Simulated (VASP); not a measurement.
# Se (Pm-3m) in VASP: a series of runs

Se is run at these levels: r2SCAN; tasks: single point.

Program: VASP 6.6.1. These are calculated values, not measurements. Logs are shortened: lines on timing, memory, paths and dates and some standing lists are left out, and cuts for length are marked.

## 1. The cell of the first run

It takes space group Pm-3m (No. 221, cubic). Conventional cell: a = 2.763 Å, b = 2.763 Å, c = 2.763 Å, α = 90.00°, β = 90.00°, γ = 90.00°. Se (site symmetry m-3m) has 6 Se at 2.76 Å within 3.6 Å.

## 2. Single point, r2SCAN

The input, POSCAR:

```
Se
1.0
    2.7629141853      0.0000000000      0.0000000000
    0.0000000000      2.7629141853      0.0000000000
    0.0000000000      0.0000000000      2.7629141853
Se
1
Direct
    0.0000000000      0.0000000000      0.0000000000
```

The input, INCAR.step1:

```
ALGO     = Normal         # electronic algorithm
EDIFF    = 1E-4           # SCF threshold, eV
ENCUT    = 520            # plane-wave cutoff, eV
GGA      = PE             # functional
ISMEAR   = -1             # smearing method
LASPH    = T              # aspherical terms in the spheres
LCHARG   = F              # write CHGCAR
LREAL    = F              # projectors in reciprocal space
LWAVE    = T              # write WAVECAR
NBANDS   = 9              # bands
NELM     = 100            # most SCF steps
PREC     = Accurate       # precision mode
SIGMA    = 0.1            # smearing width, eV
```

The input, INCAR.step2:

```
ALGO     = Normal         # electronic algorithm
EDIFF    = 1E-6           # SCF threshold, eV
ENCUT    = 520            # plane-wave cutoff, eV
ISIF     = 2              # what is computed and relaxed
ISMEAR   = -1             # smearing method
ISTART   = 1            
LASPH    = T              # aspherical terms in the spheres
LCHARG   = F              # write CHGCAR
LMIXTAU  = T            
LREAL    = F              # projectors in reciprocal space
LWAVE    = F              # write WAVECAR
METAGGA  = R2SCAN         # meta-GGA
NBANDS   = 9              # bands
NELM     = 100            # most SCF steps
PREC     = Accurate       # precision mode
SIGMA    = 0.1            # smearing width, eV
```

The input, KPOINTS:

```
k-points
0
Gamma
  8 8 8
```

Potentials or basis: VASP PAW PBE potentials, release 64 (Se).

Launch:

```sh
$ cat potpaw_PBE.64/Se/POTCAR > POTCAR
$ cp INCAR.step1 INCAR
$ mpirun -np 1 vasp_std > vasp.out
$ cp INCAR.step2 INCAR
$ mpirun -np 1 vasp_std > vasp.out
```

OUTCAR:

```text
EDIFF = 1E-6
   ENCUT = 520
   ISIF = 2
   ISMEAR = -1
   ISTART = 1
   LASPH = T
   LREAL = F
   METAGGA = R2SCAN
   NELM = 100
   PREC = Accurate

 ion  position               nearest neighbor table
   1  0.000  0.000  0.000-

  LATTYP: Found a simple cubic cell.
 ALAT       =     2.7629141853

  Lattice vectors:

 A1 = (   2.7629141853,   0.0000000000,   0.0000000000)
 A2 = (   0.0000000000,   2.7629141853,   0.0000000000)
 A3 = (   0.0000000000,   0.0000000000,   2.7629141853)

Analysis of symmetry for initial positions (statically):
=====================================================================
 Subroutine PRICEL returns:
 Original cell was already a primitive cell.

 Routine SETGRP: Setting up the symmetry group for a
 simple cubic supercell.

 Subroutine GETGRP returns: Found 48 space group operations
 (whereof 48 operations were pure point group operations)
 out of a pool of 48 trial point group operations.

The static configuration has the point symmetry O_h .

Analysis of symmetry for dynamics (positions and initial velocities):
=====================================================================
 Subroutine PRICEL returns:
 Original cell was already a primitive cell.

 Routine SETGRP: Setting up the symmetry group for a
 simple cubic supercell.

 Subroutine GETGRP returns: Found 48 space group operations
 (whereof 48 operations were pure point group operations)
 out of a pool of 48 trial point group operations.

The dynamic configuration has the point symmetry O_h .

 Subroutine INISYM returns: Found 48 space group operations
 (whereof 48 operations are pure point group operations),
 and found     1 'primitive' translations

----------------------------------------------------------------------------------------

                                     Primitive cell

  volume of cell :      21.0912

  direct lattice vectors                    reciprocal lattice vectors
     2.762914185  0.000000000  0.000000000     0.361936685  0.000000000  0.000000000
     0.000000000  2.762914185  0.000000000     0.000000000  0.361936685  0.000000000
     0.000000000  0.000000000  2.762914185     0.000000000  0.000000000  0.361936685

  length of vectors
     2.762914185  2.762914185  2.762914185     0.361936685  0.361936685  0.361936685

  position of ions in fractional coordinates (direct lattice)
     0.000000000  0.000000000  0.000000000

  ion indices of the primitive-cell ions
   primitive index   ion index
                 1           1

----------------------------------------------------------------------------------------

 KPOINTS: k-points

Automatic generation of k-mesh.
 Grid dimensions read from file:
 generate k-points for:    8    8    8

 Generating k-lattice:

  Cartesian coordinates                     Fractional coordinates (reciprocal lattice)
     0.045242086  0.000000000  0.000000000     0.125000000  0.000000000  0.000000000
     0.000000000  0.045242086  0.000000000     0.000000000  0.125000000  0.000000000
     0.000000000  0.000000000  0.045242086     0.000000000  0.000000000  0.125000000

  Length of vectors
     0.045242086  0.045242086  0.045242086

  Shift w.r.t. Gamma in fractional coordinates (k-lattice)
     0.000000000  0.000000000  0.000000000

 Subroutine IBZKPT returns following result:
 ===========================================

 Found     35 irreducible k-points:

 Following reciprocal coordinates:
            Coordinates               Weight
  0.000000  0.000000  0.000000      1.000000
  0.125000  0.000000  0.000000      6.000000
  0.250000  0.000000  0.000000      6.000000
  0.375000  0.000000  0.000000      6.000000
  0.500000  0.000000  0.000000      3.000000
  0.125000  0.125000  0.000000     12.000000
[... 16 lines left out ...]
  0.375000  0.375000  0.125000     24.000000
  0.500000  0.375000  0.125000     24.000000
 [... further k-points ...]
   k-points           NKPTS =     35   k-points in BZ     NKDIM =     35   number of bands    NBANDS=      9
   number of dos      NEDOS =    301   number of ions     NIONS =      1
   total plane-waves  NPLWV =  13824
   dimension x,y,z NGX =    24 NGY =   24 NGZ =   24
   dimension x,y,z NGXF=    48 NGYF=   48 NGZF=   48
   ions per type =               1
   NGX,Y,Z   is equivalent  to a cutoff of  14.44, 14.44, 14.44 a.u.
   NGXF,Y,Z  is equivalent  to a cutoff of  28.88, 28.88, 28.88 a.u.
 SYSTEM =  unknown system
   PREC   = accura    normal or accurate (medium, high low for compatibility)
   ISTART =      1    job   : 0-new  1-cont  2-samecut
   ICHARG =      0    charge: 1-file 2-atom 10-const
   ISPIN  =      1    spin polarized calculation?
   LNONCOLLINEAR =      F non collinear calculations
   LSORBIT =      F    spin-orbit coupling
   LASPH  =      T    aspherical Exc in radial PAW
   ENCUT  =  520.0 eV  38.22 Ry    6.18 a.u.   5.14  5.14  5.14*2*pi/ulx,y,z
   NELM   =    100;   NELMIN=  2; NELMDL=  0     # of ELM steps
   EDIFF  = 0.1E-05   stopping-criterion for ELM
   LREAL  =      F    real-space projection
   EDIFFG = 0.1E-04   stopping-criterion for IOM
   NSW    =      0    number of steps for IOM
   IBRION =     -1    ionic relax: 0-MD 1-quasi-New 2-CG
   NFREE  =      0    steps in history (QN), initial steepest desc. (CG)
   ISIF   =      2    stress and relaxation
   ISYM   =      2    0-nonsym 1-usesym 2-fastsym
   POTIM  = 0.5000    time-step for ionic-motion
   TEBEG  =    0.0;   TEEND  =   0.0 temperature during run
   PSTRESS=    0.0 pullay stress
   NELECT =       6.0000    total number of electrons
   NUPDOWN=      -1.0000    fix difference up-down
   EMIN   =  10.00;   EMAX   =-10.00  energy-range for DOS
   EFERMI =   0.00;   METHOD = LEGACY
   ISMEAR =    -1;   SIGMA  =   0.10  broadening in eV -4-tet -1-fermi 0-gaus
   EFERMI_NEDOS =   21; number of points for ismear=-14 and -15
   IALGO  =     38    algorithm
   IMIX   =      4    mixing-type and parameters
     AMIX     =   0.40;   BMIX     =  1.00
     AMIX_MAG =   1.60;   BMIX_MAG =  1.00
  volume/ion in A,a.u.               =      21.09       142.33
  Fermi-wavevector in a.u.,A,eV,Ry     =   1.076691  2.034651 15.772745  1.159264
  Thomas-Fermi vector in A             =   2.212583
   LORBIT       =      0    0 simple, 1 ext, 2 COOP (PROOUT), +10 PAW based schemes
   METAGGA = R2SCAN    functional components
   LHFCALC =     F    Hartree Fock is set to
   AEXX    =    0.0000 exact exchange contribution
   IVDW    =     0    specifies the selected vdW correction
   LEPSILON=     F    determine dielectric tensor
   LRPA    =     F    only Hartree local field effects (RPA)
 non-spin polarized calculation
  energy-cutoff  :      520.00
  volume of cell :       21.09
 maximum number of plane-waves:       587
 NGX is ok and might be reduce to    24
   NGX = 11   NGY = 11   NGZ = 11

 number of electron       6.0000001 magnetization

 Free energy of the ion-electron system (eV)
  ---------------------------------------------------
  ext. energy  EPLUGINS =         0.00000000
  ---------------------------------------------------
  free energy    TOTEN  =       -14.04341695 eV

  energy without entropy =      -14.02739975  energy(sigma->0) =      -14.03540835

 E-fermi :   5.4586     XC(G=0): -10.7642

 val. band max:        5.3513251465   @ k =   0.1250   0.1250   0.1250
 cond. band min:       5.5151895546   @ k =   0.2500   0.1250   0.0000
 fundamental gap:      0.1638644081
 Fermi energy:         5.4586392176

 k-point     1 :       0.0000    0.0000    0.0000
  band No.  band energies     occupation
      1     -12.0447      2.00000
      2       6.9389      0.00000
      3       6.9389      0.00000
      4       6.9389      0.00000
      5      13.4401      0.00000
      6      13.4401      0.00000
      7      14.4915      0.00000
      8      29.2952      0.00000
      9      29.2952      0.00000

 k-point     2 :       0.1250    0.0000    0.0000
  band No.  band energies     occupation
      1     -11.7928      2.00000
      2       4.6906      1.99908
      3       7.1391      0.00000
      4       7.1391      0.00000
      5      13.6805      0.00000
      6      14.3827      0.00000
      7      16.5802      0.00000
      8      26.3196      0.00000
      9      26.3196      0.00000

 k-point     3 :       0.2500    0.0000    0.0000
  band No.  band energies     occupation
      1     -11.0839      2.00000
      2       1.3112      2.00000
      3       7.6741      0.00000
      4       7.6741      0.00000
      5      14.3549      0.00000
      6      15.3067      0.00000
      7      20.7886      0.00000
      8      23.0007      0.00000
      9      23.0007      0.00000

 k-point     4 :       0.3750    0.0000    0.0000
  band No.  band energies     occupation
      1     -10.1357      2.00000
      2      -1.3920      2.00000
      3       8.3099      0.00000
      4       8.3099      0.00000
      5      15.2498      0.00000
      6      16.7390      0.00000
      7      20.6380      0.00000
      8      20.6380      0.00000
      9      20.9105      0.00000
[... 205 lines left out ...]
 k-point    22 :       0.5000    0.2500    0.1250
  band No.  band energies     occupation
      1      -8.3802      2.00000
      2      -1.4120      2.00000
      3       3.6131      2.00000
      4       7.4243      0.00000
      5      12.1655      0.00000
      6      16.9114      0.00000
      7      20.1237      0.00000
      8      21.9941      0.00000
      9      25.6834      0.00000

 k-point    23 :       0.3750    0.3750    0.1250
  band No.  band energies     occupation
      1      -7.9541      2.00000
      2       0.4425      2.00000
      3       0.6256      2.00000
      4       7.7423      0.00000
      5      10.6050      0.00000
      6      18.3439      0.00000
      7      19.1319      0.00000
      8      21.3432      0.00000
      9      26.5927      0.00000

 k-point    24 :       0.5000    0.3750    0.1250
  band No.  band energies     occupation
      1      -7.4098      2.00000
      2      -0.5985      2.00000
      3       0.9584      2.00000
      4       8.0873      0.00000
      5       9.5852      0.00000
      6      17.9158      0.00000
      7      19.3092      0.00000
      8      21.8362      0.00000
      9      25.4642      0.00000

 [... further k-points ...]
[... 5 lines left out ...]
  --------------------------------------------------------------------------------------
  -------------------------------------------------------------------------------------
  Total        0.7196097      0.7196097      0.7196097     -0.0000000      0.0000000     -0.0000000
  in kB       54.6645036     54.6645036     54.6645036     -0.0000000      0.0000000     -0.0000000
  external PRESSURE =      54.6645036 kB  Pullay stress =       0.0000000 kB

 VOLUME and BASIS-vectors are now :
 -----------------------------------------------------------------------------
  energy-cutoff  :      520.00
  volume of cell :       21.09
      direct lattice vectors                 reciprocal lattice vectors
     2.762914185  0.000000000  0.000000000     0.361936685  0.000000000  0.000000000
     0.000000000  2.762914185  0.000000000     0.000000000  0.361936685  0.000000000
     0.000000000  0.000000000  2.762914185     0.000000000  0.000000000  0.361936685

 POSITION                                       TOTAL-FORCE (eV/Angst)
 -----------------------------------------------------------------------------------
      0.00000      0.00000      0.00000         0.000000      0.000000      0.000000
 -----------------------------------------------------------------------------------
    total drift:                               -0.000000      0.000000      0.000000

  FREE ENERGIE OF THE ION-ELECTRON SYSTEM (eV)
  ---------------------------------------------------
  free  energy   TOTEN  =       -14.0434169482 eV

  energy  without entropy=      -14.0273997485  energy(sigma->0) =      -14.03540835
```

Run time: 13 s. Hardware: 1 thread of Intel Xeon Platinum 8488C (Sapphire Rapids), shared host; peak memory 0.14 GiB.

Results:

* Free energy: -14.0434 eV
* Pressure: 5.5 GPa
* Band gap on the k mesh: zero (band 3 reaches 8.62 eV, above the bottom of band 4 at 1.51 eV)

Levels at points of the mesh, in eV from the Fermi level:
```
           k point  band 1  band 2  band 3  band 4  band 5  band 6  band 7
(0.00, 0.00, 0.00)  -17.50    1.48    1.48    1.48    7.98    7.98    9.03
(0.50, 0.00, 0.00)  -15.06   -7.98    3.16    3.16   10.29   12.97   13.52
(0.50, 0.50, 0.00)  -12.57   -5.85   -5.85    2.82    4.70   14.52   16.70
(0.50, 0.50, 0.50)   -9.95   -3.95   -3.95   -3.95    5.98    5.98    5.98
```

Caveat: the PAW data sets were made with another functional, which shifts forces and pressure a little.

## 3. Single point, r2SCAN

This run uses another cell than the first one, of 21.65 Å³/atom, 1.026 times its volume.

The input, POSCAR:

```
Se
1.0
    2.7869407321      0.0000000000      0.0000000000
    0.0000000000      2.7869407321      0.0000000000
    0.0000000000      0.0000000000      2.7869407321
Se
1
Direct
    0.0000000000      0.0000000000      0.0000000000
```

The input, INCAR.step1:

```
SYSTEM = Se
PREC     = Accurate       ! precision mode
ENCUT    = 520            ! plane-wave cutoff, eV
ISMEAR   = -1             ! smearing method
SIGMA    = 0.1            ! smearing width, eV
LREAL    = .False.        ! projectors in reciprocal space
LASPH    = .True.         ! aspherical terms in the spheres
NELM     = 80             ! most SCF steps
NBANDS   = 9              ! bands
GGA      = PE             ! functional
ALGO     = Normal         ! electronic algorithm
EDIFF    = 1E-4           ! SCF threshold, eV
LWAVE    = .True.         ! write WAVECAR
LCHARG   = .False.        ! write CHGCAR
```

The input, INCAR.step2:

```
SYSTEM = Se
PREC     = Accurate       ! precision mode
ENCUT    = 520            ! plane-wave cutoff, eV
EDIFF    = 1E-6           ! SCF threshold, eV
ISMEAR   = -1             ! smearing method
SIGMA    = 0.1            ! smearing width, eV
LREAL    = .False.        ! projectors in reciprocal space
LASPH    = .True.         ! aspherical terms in the spheres
NELM     = 80             ! most SCF steps
ALGO     = Normal         ! electronic algorithm
ISIF     = 2              ! what is computed and relaxed
LWAVE    = .False.        ! write WAVECAR
LCHARG   = .True.         ! write CHGCAR
METAGGA  = R2SCAN         ! meta-GGA
LMIXTAU  = .True.       
LELF     = .True.         ! ELF
LVHAR    = .True.       
NBANDS   = 9              ! bands
ISTART   = 1
```

The input, KPOINTS:

```
Automatic mesh
0
Gamma
  8 8 8
  0 0 0
```

Potentials or basis: VASP PAW PBE potentials, release 64 (Se).

Launch:

```sh
$ cat potpaw_PBE.64/Se/POTCAR > POTCAR
$ cp INCAR.step1 INCAR
$ mpirun -np 1 vasp_std > vasp.out
$ cp INCAR.step2 INCAR
$ mpirun -np 1 vasp_std > vasp.out
```

Run time: 15 s. Hardware: 1 thread of Intel Xeon Platinum 8488C (Sapphire Rapids), shared host; peak memory 0.14 GiB.

Results (log left out):

```
Free energy            : -14.0580 eV
Pressure               : 3.0 GPa
Band gap on the k mesh : zero (band 3 reaches 8.16 eV, above the bottom of band 4 at 1.29 eV)
```

Levels at points of the mesh, in eV from the Fermi level:
| k point | band 1 | band 2 | band 3 | band 4 | band 5 | band 6 | band 7 | band 8 |
| --- | --- | --- | --- | --- | --- | --- | --- | --- |
| (0.00, 0.00, 0.00) | -17.25 | 1.43 | 1.43 | 1.43 | 8.03 | 8.03 | 8.87 | 23.56 |
| (0.50, 0.00, 0.00) | -14.91 | -7.73 | 3.04 | 3.04 | 10.29 | 12.75 | 13.40 | 14.23 |
| (0.50, 0.50, 0.00) | -12.54 | -5.67 | -5.67 | 2.99 | 4.51 | 14.33 | 16.58 | 16.58 |
| (0.50, 0.50, 0.50) | -10.05 | -3.84 | -3.84 | -3.84 | 6.08 | 6.08 | 6.08 | 10.41 |

Caveat: the PAW data sets were made with another functional, which shifts forces and pressure a little.
